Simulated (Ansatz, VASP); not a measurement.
**Sb2Pt: VASP beside Ansatz**

```
Sb Pt
1.0
     6.55355    0.00000    0.00000
     0.00000    6.55355    0.00000
     0.00000    0.00000    6.55355
Sb Pt
8 4
Direct
  0.37497 0.37497 0.37497
  0.12503 0.62503 0.87497
  0.87497 0.12503 0.62503
  0.62503 0.87497 0.12503
  0.62503 0.62503 0.62503
  0.87497 0.37497 0.12503
  0.12503 0.87497 0.37497
  0.37497 0.12503 0.87497
  0.00000 0.00000 0.00000
  0.50000 0.00000 0.50000
  0.50000 0.50000 0.00000
  0.00000 0.50000 0.50000
```

Alike in both runs: functional PBE; k mesh 6 × 6 × 6; occupations gaussian, width 0.1 eV; no spin polarisation.

Ansatz relaxed the structure, and its values are those at the end. VASP's run is a single point on that final structure, the one shown.

```csv
,VASP,Ansatz
version,VASP 6.6.1,Ansatz 0.2.0
potentials or method,"VASP PAW PBE potentials, release 64 (Sb, Pt), cutoff 520 eV","scalar-relativistic, plane waves, PAW"
valence electrons in the cell,80,192
```

VASP gave:

```
gap on the k mesh at the Fermi level (eV) : none
pressure (GPa)                            : -0.3
```

Task: Estimate Ansatz's values.

Result: gap on the k mesh at the Fermi level (eV): none; pressure (GPa): 0.0.

A gap of «none» marks a metal or a gap that the smearing closes. VASP's potentials hold 80 valence electrons a cell and Ansatz's 192, so a difference there can come from the potentials and not from the codes.

Spin-orbit coupling is off throughout.
